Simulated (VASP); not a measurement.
The system is Be3CdSe4.

```
CELL_PARAMETERS angstrom
3.83303 0.00000 0.00000
0.00000 3.83303 0.00000
0.00000 0.00000 10.92858
ATOMIC_POSITIONS crystal
Be 0.50000 0.50000 0.27431
Be 0.50000 0.50000 0.72569
Be 0.00000 0.00000 0.50000
Cd 0.00000 0.00000 0.00000
Se 0.50000 0.00000 0.38765
Se 0.00000 0.50000 0.61235
Se 0.50000 0.00000 0.83460
Se 0.00000 0.50000 0.16540
```

* Program: VASP 6.6.1
* Task: relaxation of cell and atoms
* Functional: PBE
* Potentials or basis: VASP PAW PBE potentials, release 64 (Be, Cd, Se)
* Cutoff: 600 eV
* k mesh: 8 × 8 × 4
* Occupations: gaussian, width 0.02 eV
* Spin: no spin polarisation

At the start: pressure 0.0 GPa; volume 20.07 Å³/atom.

**Question.** Where does the relaxation end?

**Answer.** Over 9 steps the energy falls by 3.0 meV/atom and the volume is 20.06 Å³/atom (-0.1 %); space group P-4m2 (No. 115, to 0.1 Å) before and after.

The path:
```tsv
step	energy change (eV)	largest force (eV/Å)	pressure (GPa)	volume (Å³)
1	0.0000	0.0932	0.02	160.56
2	-0.0126	0.0547	-0.02	160.62
3	-0.0231	0.0773	-0.11	160.69
4	-0.0231	0.0723	-0.11	160.69
5	-0.0237	0.0195	0.06	160.26
6	-0.0237	0.0200	0.06	160.26
7	-0.0238	0.0149	-0.01	160.44
8	-0.0238	0.0171	-0.03	160.48
9	-0.0239	0.0099	-0.01	160.45
```

Final structure:
```yaml
crystal:
  lattice:
    - [3.78716, 0.00000, 0.00000]
    - [0.00000, 3.78716, 0.00000]
    - [0.00000, 0.00000, 11.18685]
  atoms:
    - { symbol: Be, position: [0.50000, 0.50000, 0.27386] }
    - { symbol: Be, position: [0.50000, 0.50000, 0.72614] }
    - { symbol: Be, position: [0.00000, 0.00000, 0.50000] }
    - { symbol: Cd, position: [0.00000, 0.00000, 0.00000] }
    - { symbol: Se, position: [0.50000, 0.00000, 0.38727] }
    - { symbol: Se, position: [0.00000, 0.50000, 0.61273] }
    - { symbol: Se, position: [0.50000, 0.00000, 0.83582] }
    - { symbol: Se, position: [0.00000, 0.50000, 0.16418] }
```
